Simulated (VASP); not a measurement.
Set up this calculation in VASP 6.6.1, as the native input.

```yaml
Task: single point
Functional: LDA
Potentials_or_basis: VASP PAW LDA potentials, release 64 (Sn_d, Pt)
Cutoff: 400 eV
k_mesh: 6 × 6 × 6
Occupations: fermi-dirac, width 0.05 eV
Spin: no spin polarisation
Dipole_correction: no
k_mesh_for_the_DOS: 9 × 9 × 9
Occupations_for_the_DOS: tetrahedron
Further_INCAR_settings: ALGO = Normal; EDIFF = 1e-06; NBANDS = 26
```

Crystal: Sn2Pt.

```
CELL_PARAMETERS angstrom
0.00000 3.21250 3.21250
3.21250 0.00000 3.21250
3.21250 3.21250 0.00000
ATOMIC_POSITIONS crystal
Sn 0.25000 0.25000 0.25000
Sn 0.75000 0.75000 0.75000
Pt 0.00000 0.00000 0.00000
```

One way to write it, as run:

POSCAR

```
Sn2Pt
1.0
    0.0000000000      3.2125000000      3.2125000000
    3.2125000000      0.0000000000      3.2125000000
    3.2125000000      3.2125000000      0.0000000000
Sn Pt
2 1
Direct
    0.2500000000      0.2500000000      0.2500000000
    0.7500000000      0.7500000000      0.7500000000
    0.0000000000      0.0000000000      0.0000000000
```

INCAR.step1

```
SYSTEM = Sn2Pt
ALGO = Normal
EDIFF = 1E-6
ENCUT = 400
GGA_COMPAT = .False.
ISIF = 2
ISMEAR = -1
LASPH = .True.
LCHARG = .True.
LMAXMIX = 4
LORBIT = 11
LREAL = .False.
LWAVE = .False.
NBANDS = 26
NEDOS = 2001
NELM = 120
PREC = Accurate
SIGMA = 0.05
```

KPOINTS.step1

```
k-points
0
Gamma
  6 6 6
  0 0 0
```

INCAR.step2

```
SYSTEM = Sn2Pt
ALGO = Normal
EDIFF = 1E-6
ENCUT = 400
GGA_COMPAT = .False.
ICHARG = 11
ISIF = 2
ISMEAR = -5
LASPH = .True.
LCHARG = .False.
LMAXMIX = 4
LORBIT = 11
LREAL = .False.
LWAVE = .False.
NBANDS = 26
NEDOS = 2001
NELM = 120
PREC = Accurate
SIGMA = 0.05
```

KPOINTS.step2

```
k-points
0
Gamma
  9 9 9
  0 0 0
```

Potentials or basis: VASP PAW LDA potentials, release 64 (Sn_d, Pt).

Command:

```sh
$ cat potpaw_LDA.64/Sn_d/POTCAR potpaw_LDA.64/Pt/POTCAR > POTCAR
$ cp INCAR.step1 INCAR
$ cp KPOINTS.step1 KPOINTS
$ mpirun -np 1 vasp_std > vasp.out
$ cp INCAR.step2 INCAR
$ cp KPOINTS.step2 KPOINTS
$ mpirun -np 1 vasp_std > vasp.out
```

It gave:

| Property | Result |
| --- | --- |
| Valence electrons inside the program's atomic spheres | Sn 12.31; Pt 9.46 |

Run time: 39 s on 1 thread of Intel(R) Xeon(R) Platinum 8259CL CPU @ 2.50GHz (Skylake/Cascade Lake), with other jobs on the host, peak memory 0.16 GiB.
